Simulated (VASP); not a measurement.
# NaF (Fm-3m) in VASP: a series of runs

The runs below take NaF through single point, with PBE.

All numbers are computed with VASP 6.6.1; they aren't measurements. Logs are shortened: lines on timing, memory, paths and dates and some standing lists are left out, and cuts for length are marked.

## (1) The cell of the first run

Symmetry: Fm-3m, No. 225, cubic system. Conventional cell: a = 3.369 Å, b = 3.369 Å, c = 3.369 Å, α = 90.00°, β = 90.00°, γ = 90.00°. Within 2.2 Å of Na (site symmetry m-3m) lie 6 F at 1.68 Å. Within 2.2 Å of F (site symmetry m-3m) lie 6 Na at 1.68 Å.

## (2) Single point, PBE (volume scaled by 0.4)

INCAR reads:

```
SYSTEM = NaF
ALGO = Normal
EDIFF = 1E-6
ENCUT = 520
GGA = PE
ISIF = 2
ISMEAR = -1
LASPH = .True.
LCHARG = .True.
LELF = .True.
LREAL = .False.
LVHAR = .True.
LWAVE = .False.
NBANDS = 14
NELM = 80
PREC = Accurate
SIGMA = 0.03
```

KPOINTS reads:

```
k-points
0
Gamma
  11 11 11
  0 0 0
```

POSCAR reads:

```
NaF
1.0
    0.0000000000      1.6842613441      1.6842613441
    1.6842613441      0.0000000000      1.6842613441
    1.6842613441      1.6842613441      0.0000000000
Na F
1 1
Direct
    0.0000000000      0.0000000000      0.0000000000
    0.5000000000      0.5000000000      0.5000000000
```

Potentials or basis: VASP PAW PBE potentials, release 64 (Na_pv, F).

On the command line:

```console
> cat potpaw_PBE.64/Na_pv/POTCAR potpaw_PBE.64/F/POTCAR > POTCAR
> mpirun -np 1 vasp_std > vasp.out
```

OUTCAR:

```text
SYSTEM = NaF
   EDIFF = 1E-6
   ENCUT = 520
   GGA = PE
   ISIF = 2
   ISMEAR = -1
   LASPH = .True.
   LREAL = .False.
   NELM = 80
   PREC = Accurate

 ion  position               nearest neighbor table
   1  0.000  0.000  0.000-   2 1.68   2 1.68   2 1.68   2 1.68   2 1.68   2 1.68
   2  0.500  0.500  0.500-   1 1.68   1 1.68   1 1.68   1 1.68   1 1.68   1 1.68

  LATTYP: Found a face centered cubic cell.
 ALAT       =     3.3685226882

  Lattice vectors:

 A1 = (   0.0000000000,   1.6842613441,   1.6842613441)
 A2 = (   1.6842613441,   0.0000000000,   1.6842613441)
 A3 = (   1.6842613441,   1.6842613441,   0.0000000000)

Analysis of symmetry for initial positions (statically):
=====================================================================
 Subroutine PRICEL returns:
 Original cell was already a primitive cell.

 Routine SETGRP: Setting up the symmetry group for a
 face centered cubic supercell.

 Subroutine GETGRP returns: Found 48 space group operations
 (whereof 48 operations were pure point group operations)
 out of a pool of 48 trial point group operations.

The static configuration has the point symmetry O_h .

Analysis of symmetry for dynamics (positions and initial velocities):
=====================================================================
 Subroutine PRICEL returns:
 Original cell was already a primitive cell.

 Routine SETGRP: Setting up the symmetry group for a
 face centered cubic supercell.

 Subroutine GETGRP returns: Found 48 space group operations
 (whereof 48 operations were pure point group operations)
 out of a pool of 48 trial point group operations.

The dynamic configuration has the point symmetry O_h .

 Subroutine INISYM returns: Found 48 space group operations
 (whereof 48 operations are pure point group operations),
 and found     1 'primitive' translations

----------------------------------------------------------------------------------------

                                     Primitive cell

  volume of cell :       9.5556

  direct lattice vectors                    reciprocal lattice vectors
     0.000000000  1.684261344  1.684261344    -0.296866043  0.296866043  0.296866043
     1.684261344  0.000000000  1.684261344     0.296866043 -0.296866043  0.296866043
     1.684261344  1.684261344  0.000000000     0.296866043  0.296866043 -0.296866043

  length of vectors
     2.381905235  2.381905235  2.381905235     0.514187069  0.514187069  0.514187069

  position of ions in fractional coordinates (direct lattice)
     0.000000000  0.000000000  0.000000000
     0.500000000  0.500000000  0.500000000

[... 76 lines left out ...]
   EDIFF  = 0.1E-05   stopping-criterion for ELM
   LREAL  =      F    real-space projection
   EDIFFG = 0.1E-04   stopping-criterion for IOM
   NSW    =      0    number of steps for IOM
   IBRION =     -1    ionic relax: 0-MD 1-quasi-New 2-CG
   NFREE  =      0    steps in history (QN), initial steepest desc. (CG)
   ISIF   =      2    stress and relaxation
   ISYM   =      2    0-nonsym 1-usesym 2-fastsym
   POTIM  = 0.5000    time-step for ionic-motion
   TEBEG  =    0.0;   TEEND  =   0.0 temperature during run
   PSTRESS=    0.0 pullay stress
   NELECT =      14.0000    total number of electrons
   NUPDOWN=      -1.0000    fix difference up-down
   EMIN   =  10.00;   EMAX   =-10.00  energy-range for DOS
   EFERMI =   0.00;   METHOD = LEGACY
   ISMEAR =    -1;   SIGMA  =   0.03  broadening in eV -4-tet -1-fermi 0-gaus
   EFERMI_NEDOS =   21; number of points for ismear=-14 and -15
   IALGO  =     38    algorithm
   IMIX   =      4    mixing-type and parameters
     AMIX     =   0.40;   BMIX     =  1.00
     AMIX_MAG =   1.60;   BMIX_MAG =  1.00
  volume/ion in A,a.u.               =       4.78        32.24
  Fermi-wavevector in a.u.,A,eV,Ry     =   1.859365  3.513691 47.038591  3.457239
  Thomas-Fermi vector in A             =   2.907611
   LORBIT       =      0    0 simple, 1 ext, 2 COOP (PROOUT), +10 PAW based schemes
   GGA     = PE    functional components
[... 5 lines left out ...]
 non-spin polarized calculation
  energy-cutoff  :      520.00
  volume of cell :        9.56
 maximum number of plane-waves:       271
 NGX is ok and might be reduce to    18
   NGX =  9   NGY =  9   NGZ =  9

 number of electron      14.0000018 magnetization

 Free energy of the ion-electron system (eV)
  ---------------------------------------------------
  ext. energy  EPLUGINS =         0.00000000
  ---------------------------------------------------
  free energy    TOTEN  =         0.89222509 eV

  energy without entropy =        0.89222509  energy(sigma->0) =        0.89222509

 E-fermi :   7.3161     XC(G=0): -14.7521

 val. band max:        6.6993883924   @ k =   0.0000   0.0000   0.0000
 cond. band min:      21.3872791120   @ k =   0.4545   0.4545   0.0000
 fundamental gap:     14.6878907196
 Fermi energy:         7.3160674309

 k-point     1 :       0.0000    0.0000    0.0000
  band No.  band energies     occupation
      1     -15.8465      2.00000
      2     -11.1722      2.00000
      3     -11.1722      2.00000
      4     -11.1722      2.00000
      5       6.6994      2.00000
      6       6.6994      2.00000
      7       6.6994      2.00000
      8      22.8572      0.00000
      9      31.9329      0.00000
     10      31.9329      0.00000
     11      31.9329      0.00000
     12      37.5608      0.00000
     13      41.3330      0.00000
     14      41.3330      0.00000
[... 377 lines left out ...]
      1     -17.3883      2.00000
      2     -11.8052      2.00000
      3     -11.0942      2.00000
      4      -9.0107      2.00000
      5       3.5110      2.00000
      6       5.4337      2.00000
      7       5.9146      2.00000
      8      26.0352      0.00000
      9      26.8538      0.00000
     10      35.4124      0.00000
     11      36.7783      0.00000
     12      42.3293      0.00000
     13      42.6633      0.00000
     14      46.6421      0.00000

 [... further k-points ...]
[... 5 lines left out ...]
  --------------------------------------------------------------------------------------
  -------------------------------------------------------------------------------------
  Total       28.1609143     28.1609143     28.1609143     -0.0000000      0.0000000      0.0000000
  in kB     4721.7054822   4721.7054822   4721.7054822     -0.0000000      0.0000000      0.0000000
  external PRESSURE =    4721.7054822 kB  Pullay stress =       0.0000000 kB

 VOLUME and BASIS-vectors are now :
 -----------------------------------------------------------------------------
  energy-cutoff  :      520.00
  volume of cell :        9.56
      direct lattice vectors                 reciprocal lattice vectors
     0.000000000  1.684261344  1.684261344    -0.296866043  0.296866043  0.296866043
     1.684261344  0.000000000  1.684261344     0.296866043 -0.296866043  0.296866043
     1.684261344  1.684261344  0.000000000     0.296866043  0.296866043 -0.296866043

 POSITION                                       TOTAL-FORCE (eV/Angst)
 -----------------------------------------------------------------------------------
      0.00000      0.00000      0.00000        -0.000000     -0.000000     -0.000000
      1.68426      1.68426      1.68426         0.000000      0.000000      0.000000
 -----------------------------------------------------------------------------------
    total drift:                               -0.000000      0.000000     -0.000000

  FREE ENERGIE OF THE ION-ELECTRON SYSTEM (eV)
  ---------------------------------------------------
  free  energy   TOTEN  =         0.8922250930 eV

  energy  without entropy=        0.8922250931  energy(sigma->0) =        0.89222509
```

OSZICAR:

```text
N       E                     dE             d eps       ncg     rms          rms(c)
DAV:   1     0.972690813775E+02    0.97269E+02   -0.77680E+03  1614   0.163E+03
DAV:   2     0.132527412566E+01   -0.95944E+02   -0.92693E+02  1748   0.363E+02
DAV:   3    -0.108849996002E+01   -0.24138E+01   -0.24116E+01  1898   0.524E+01
DAV:   4    -0.109561090148E+01   -0.71109E-02   -0.71107E-02  1682   0.296E+00
DAV:   5    -0.109563637050E+01   -0.25469E-04   -0.25469E-04  1934   0.171E-01    0.868E+00
DAV:   6     0.788772123155E+00    0.18844E+01   -0.32073E+00  1990   0.333E+01    0.210E+00
DAV:   7     0.884942277053E+00    0.96170E-01   -0.36023E-01  1646   0.749E+00    0.117E+00
DAV:   8     0.891102137931E+00    0.61599E-02   -0.30003E-02  2024   0.441E+00    0.171E-01
DAV:   9     0.892098170517E+00    0.99603E-03   -0.44641E-03  2120   0.299E+00    0.812E-02
DAV:  10     0.892232651475E+00    0.13448E-03   -0.44164E-04  2018   0.377E-01    0.149E-02
DAV:  11     0.892222976435E+00   -0.96750E-05   -0.51661E-05  1598   0.902E-02    0.138E-02
DAV:  12     0.892225245403E+00    0.22690E-05   -0.41141E-06  1580   0.319E-02    0.173E-03
DAV:  13     0.892225093046E+00   -0.15236E-06   -0.15664E-07   802   0.634E-03
   1 F= 0.89222509E+00 E0= 0.89222509E+00  d E =-.427995E-11
```

stdout:

```text
POSCAR found type information on POSCAR NaF
 POSCAR found :  2 types and       2 ions
 scaLAPACK will be used
 LDA part: xc-table for (Slater+PW92), standard interpolation
 POSCAR, INCAR and KPOINTS ok, starting setup
 FFT: planning ... GRIDC
 FFT: planning ... GRID_SOFT
 FFT: planning ... GRID
 WAVECAR not read
 entering main loop
```

Run time: 11 s. Hardware: 1 thread of AMD EPYC 7R13 (Zen 3), shared host; peak memory 0.08 GiB.

What came out:

- Free energy: 0.8922 eV
- Pressure: 472.2 GPa
- Band gap on the k mesh: 14.69 eV, indirect (least direct gap 15.35 eV)

Levels at points of the mesh, in eV from the valence-band top:
```tsv
k point	band 5	band 6	band 7	band 8	band 9	band 10
(0.00, 0.00, 0.00)	0.00	0.00	0.00	16.16	25.23	25.23
```

 A k mesh can miss the band edges.

## (3) Single point, PBE (volume scaled by 0.75)

INCAR reads:

```
SYSTEM = NaF
ALGO = Normal
EDIFF = 1E-6
ENCUT = 520
GGA = PE
ISIF = 2
ISMEAR = -1
LASPH = .TRUE.
LCHARG = .FALSE.
LREAL = .FALSE.
LWAVE = .FALSE.
NBANDS = 14
NELM = 100
PREC = Accurate
SIGMA = 0.03
```

KPOINTS reads:

```
k-points
0
G
  11 11 11
  0 0 0
```

POSCAR reads:

```
NaF
1.0
    0.0000000000      2.0768728316      2.0768728316
    2.0768728316      0.0000000000      2.0768728316
    2.0768728316      2.0768728316      0.0000000000
Na F
1 1
Direct
    0.0000000000      0.0000000000      0.0000000000
    0.5000000000      0.5000000000      0.5000000000
```

Potentials or basis: VASP PAW PBE potentials, release 64 (Na_pv, F).

On the command line:

```console
> cat potpaw_PBE.64/Na_pv/POTCAR potpaw_PBE.64/F/POTCAR > POTCAR
> mpirun -np 1 vasp_std > vasp.out
```

OUTCAR:

```text
SYSTEM = NaF
   EDIFF = 1E-6
   ENCUT = 520
   GGA = PE
   ISIF = 2
   ISMEAR = -1
   LASPH = .TRUE.
   LREAL = .FALSE.
   NELM = 100
   PREC = Accurate

 ion  position               nearest neighbor table
   1  0.000  0.000  0.000-   2 2.08   2 2.08   2 2.08   2 2.08   2 2.08   2 2.08
   2  0.500  0.500  0.500-   1 2.08   1 2.08   1 2.08   1 2.08   1 2.08   1 2.08

  LATTYP: Found a face centered cubic cell.
 ALAT       =     4.1537456632

  Lattice vectors:

 A1 = (   0.0000000000,   2.0768728316,   2.0768728316)
 A2 = (   2.0768728316,   0.0000000000,   2.0768728316)
 A3 = (   2.0768728316,   2.0768728316,   0.0000000000)

Analysis of symmetry for initial positions (statically):
=====================================================================
 Subroutine PRICEL returns:
 Original cell was already a primitive cell.

 Routine SETGRP: Setting up the symmetry group for a
 face centered cubic supercell.

 Subroutine GETGRP returns: Found 48 space group operations
 (whereof 48 operations were pure point group operations)
 out of a pool of 48 trial point group operations.

The static configuration has the point symmetry O_h .

Analysis of symmetry for dynamics (positions and initial velocities):
=====================================================================
 Subroutine PRICEL returns:
 Original cell was already a primitive cell.

 Routine SETGRP: Setting up the symmetry group for a
 face centered cubic supercell.

 Subroutine GETGRP returns: Found 48 space group operations
 (whereof 48 operations were pure point group operations)
 out of a pool of 48 trial point group operations.

The dynamic configuration has the point symmetry O_h .

 Subroutine INISYM returns: Found 48 space group operations
 (whereof 48 operations are pure point group operations),
 and found     1 'primitive' translations

----------------------------------------------------------------------------------------

                                     Primitive cell

  volume of cell :      17.9168
[... 109 lines left out ...]
     AMIX_MAG =   1.60;   BMIX_MAG =  1.00
  volume/ion in A,a.u.               =       8.96        60.45
  Fermi-wavevector in a.u.,A,eV,Ry     =   1.507871  2.849464 30.935238  2.273676
  Thomas-Fermi vector in A             =   2.618400
   LORBIT       =      0    0 simple, 1 ext, 2 COOP (PROOUT), +10 PAW based schemes
   GGA     = PE    functional components
[... 5 lines left out ...]
 non-spin polarized calculation
  energy-cutoff  :      520.00
  volume of cell :       17.92
 maximum number of plane-waves:       531
 NGX is ok and might be reduce to    24
   NGX = 11   NGY = 11   NGZ = 11

 number of electron      14.0000007 magnetization

 Free energy of the ion-electron system (eV)
  ---------------------------------------------------
  ext. energy  EPLUGINS =         0.00000000
  ---------------------------------------------------
  free energy    TOTEN  =        -7.85472347 eV

  energy without entropy =       -7.85472347  energy(sigma->0) =       -7.85472347

 E-fermi :   0.5041     XC(G=0): -10.8401

 val. band max:       -0.2241848819   @ k =   0.0000   0.0000   0.0000
 cond. band min:       8.2751489456   @ k =   0.0000   0.0000   0.0000
 fundamental gap:      8.4993338275
 Fermi energy:         0.5041334824

 k-point     1 :       0.0000    0.0000    0.0000
  band No.  band energies     occupation
      1     -20.1414      2.00000
      2     -18.3512      2.00000
      3     -18.3512      2.00000
      4     -18.3512      2.00000
      5      -0.2242      2.00000
      6      -0.2242      2.00000
      7      -0.2242      2.00000
      8       8.2751      0.00000
      9      21.0863      0.00000
     10      21.0863      0.00000
     11      21.0863      0.00000
     12      24.7229      0.00000
     13      27.3037      0.00000
     14      27.3037      0.00000
[... 377 lines left out ...]
      1     -20.5285      2.00000
      2     -18.4502      2.00000
      3     -18.3540      2.00000
      4     -17.7325      2.00000
      5      -1.7383      2.00000
      6      -0.6852      2.00000
      7      -0.5491      2.00000
      8      11.2332      0.00000
      9      16.5875      0.00000
     10      21.8368      0.00000
     11      23.3701      0.00000
     12      25.2864      0.00000
     13      26.7617      0.00000
     14      31.7265      0.00000

 [... further k-points ...]
[... 5 lines left out ...]
  --------------------------------------------------------------------------------------
  -------------------------------------------------------------------------------------
  Total        4.4413616      4.4413616      4.4413616      0.0000000     -0.0000000     -0.0000000
  in kB      397.1613778    397.1613778    397.1613778      0.0000000     -0.0000000     -0.0000000
  external PRESSURE =     397.1613778 kB  Pullay stress =       0.0000000 kB

 VOLUME and BASIS-vectors are now :
 -----------------------------------------------------------------------------
  energy-cutoff  :      520.00
  volume of cell :       17.92
      direct lattice vectors                 reciprocal lattice vectors
     0.000000000  2.076872832  2.076872832    -0.240746565  0.240746565  0.240746565
     2.076872832  0.000000000  2.076872832     0.240746565 -0.240746565  0.240746565
     2.076872832  2.076872832  0.000000000     0.240746565  0.240746565 -0.240746565

 POSITION                                       TOTAL-FORCE (eV/Angst)
 -----------------------------------------------------------------------------------
      0.00000      0.00000      0.00000         0.000000      0.000000      0.000000
      2.07687      2.07687      2.07687         0.000000     -0.000000     -0.000000
 -----------------------------------------------------------------------------------
    total drift:                                0.000000     -0.000000      0.000000

  FREE ENERGIE OF THE ION-ELECTRON SYSTEM (eV)
  ---------------------------------------------------
  free  energy   TOTEN  =        -7.8547234713 eV

  energy  without entropy=       -7.8547234713  energy(sigma->0) =       -7.85472347
```

OSZICAR:

```text
N       E                     dE             d eps       ncg     rms          rms(c)
DAV:   1     0.102545496447E+03    0.10255E+03   -0.78395E+03  1586   0.134E+03
DAV:   2    -0.461319922513E+01   -0.10716E+03   -0.10113E+03  1688   0.354E+02
DAV:   3    -0.878514162515E+01   -0.41719E+01   -0.41660E+01  1952   0.628E+01
DAV:   4    -0.881053062518E+01   -0.25389E-01   -0.25388E-01  1748   0.523E+00
DAV:   5    -0.881072720794E+01   -0.19658E-03   -0.19658E-03  1958   0.452E-01    0.576E+00
DAV:   6    -0.786395810648E+01    0.94677E+00   -0.26409E+00  2056   0.184E+01    0.161E+00
DAV:   7    -0.785473175680E+01    0.92263E-02   -0.53335E-02  1692   0.267E+00    0.104E+00
DAV:   8    -0.785451527330E+01    0.21648E-03   -0.19321E-02  1688   0.225E+00    0.125E-01
DAV:   9    -0.785468395492E+01   -0.16868E-03   -0.24233E-03  2368   0.688E-01    0.577E-02
DAV:  10    -0.785472367221E+01   -0.39717E-04   -0.35516E-04  1682   0.233E-01    0.104E-02
DAV:  11    -0.785472401382E+01   -0.34161E-06   -0.16550E-05  1880   0.485E-02    0.535E-03
DAV:  12    -0.785472347129E+01    0.54254E-06   -0.31245E-06  1664   0.172E-02
   1 F= -.78547235E+01 E0= -.78547235E+01  d E =-.359150E-12
```

stdout:

```text
POSCAR found type information on POSCAR NaF
 POSCAR found :  2 types and       2 ions
 scaLAPACK will be used
 LDA part: xc-table for (Slater+PW92), standard interpolation
 POSCAR, INCAR and KPOINTS ok, starting setup
 FFT: planning ... GRIDC
 FFT: planning ... GRID_SOFT
 FFT: planning ... GRID
 WAVECAR not read
 entering main loop
```

Run time: 22 s. Hardware: 1 thread of AMD EPYC 7R13 (Zen 3), shared host; peak memory 0.1 GiB.

Results:

| Quantity | Value |
| --- | --- |
| Free energy | -7.8547 eV |
| Pressure | 39.7 GPa |
| Band gap on the k mesh | 8.50 eV, direct |

Levels at points of the mesh, in eV from the valence-band top:
```tsv
k point	band 5	band 6	band 7	band 8	band 9	band 10
(0.00, 0.00, 0.00)	0.00	0.00	0.00	8.50	21.31	21.31
```

 A k mesh can miss the band edges.

(Continued in part 2 of 2.)
